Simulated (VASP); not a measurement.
Set up this calculation in VASP 6.6.1, as the native input.

```yaml
Task: single point
Functional: r2SCAN
Potentials_or_basis: VASP PAW PBE potentials, release 64 (Ti_sv, C)
Cutoff: 520 eV
k_mesh: 15 × 15 × 15
Occupations: fermi-dirac, width 0.1 eV
Spin: no spin polarisation
Dipole_correction: no
Further_INCAR_settings: ALGO = Normal; EDIFF = 1e-06; NBANDS = 15
```

TiC (rocksalt type):

```
Ti C
1.0
     0.00000    1.93947    1.93947
     1.93947    0.00000    1.93947
     1.93947    1.93947    0.00000
Ti C
1 1
Direct
  0.00000 0.00000 0.00000
  0.50000 0.50000 0.50000
```

This cell differs from its parent crystal: volume scaled by 0.72.

These files were run (other wordings do the same):

POSCAR

```
TiC
1.0
    0.0000000000      1.9394736172      1.9394736172
    1.9394736172      0.0000000000      1.9394736172
    1.9394736172      1.9394736172      0.0000000000
Ti C
1 1
Direct
    0.0000000000      0.0000000000      0.0000000000
    0.5000000000      0.5000000000      0.5000000000
```

INCAR.step1

```
SYSTEM = TiC
PREC     = Accurate       ! precision mode
ENCUT    = 520            ! plane-wave cutoff, eV
ISMEAR   = -1             ! smearing method
SIGMA    = 0.1            ! smearing width, eV
LREAL    = .False.        ! projectors in reciprocal space
LASPH    = .True.         ! aspherical terms in the spheres
NELM     = 100            ! most SCF steps
NBANDS   = 15             ! bands
GGA      = PE             ! functional
ALGO     = Normal         ! electronic algorithm
EDIFF    = 1E-4           ! SCF threshold, eV
LWAVE    = .True.         ! write WAVECAR
LCHARG   = .False.        ! write CHGCAR
```

INCAR.step2

```
SYSTEM = TiC
PREC     = Accurate       ! precision mode
ENCUT    = 520            ! plane-wave cutoff, eV
EDIFF    = 1E-6           ! SCF threshold, eV
ISMEAR   = -1             ! smearing method
SIGMA    = 0.1            ! smearing width, eV
LREAL    = .False.        ! projectors in reciprocal space
LASPH    = .True.         ! aspherical terms in the spheres
NELM     = 100            ! most SCF steps
ALGO     = Normal         ! electronic algorithm
ISIF     = 2              ! what is computed and relaxed
LWAVE    = .False.        ! write WAVECAR
LCHARG   = .False.        ! write CHGCAR
METAGGA  = R2SCAN         ! meta-GGA
LMIXTAU  = .True.       
NBANDS   = 15             ! bands
ISTART   = 1
```

KPOINTS

```
Automatic mesh
0
Gamma
  15 15 15
  0 0 0
```

Potentials or basis: VASP PAW PBE potentials, release 64 (Ti_sv, C).

The run is started by

```console
$ cat potpaw_PBE.64/Ti_sv/POTCAR potpaw_PBE.64/C/POTCAR > POTCAR
$ cp INCAR.step1 INCAR
$ mpirun -np 1 vasp_std > vasp.out
$ cp INCAR.step2 INCAR
$ mpirun -np 1 vasp_std > vasp.out
```

Results of the run:

```json
{
 "Pressure": "165.0 GPa",
 "Band gap on the k mesh": "zero (band 8 reaches 14.77 eV, above the bottom of band 9 at 13.42 eV)"
}
```

Caveat: the PAW data sets were made with another functional, which shifts forces and pressure a little.

Run time: 2.6 min on 1 thread of AMD EPYC 7R13, with other jobs on the host, peak memory 0.12 GiB.
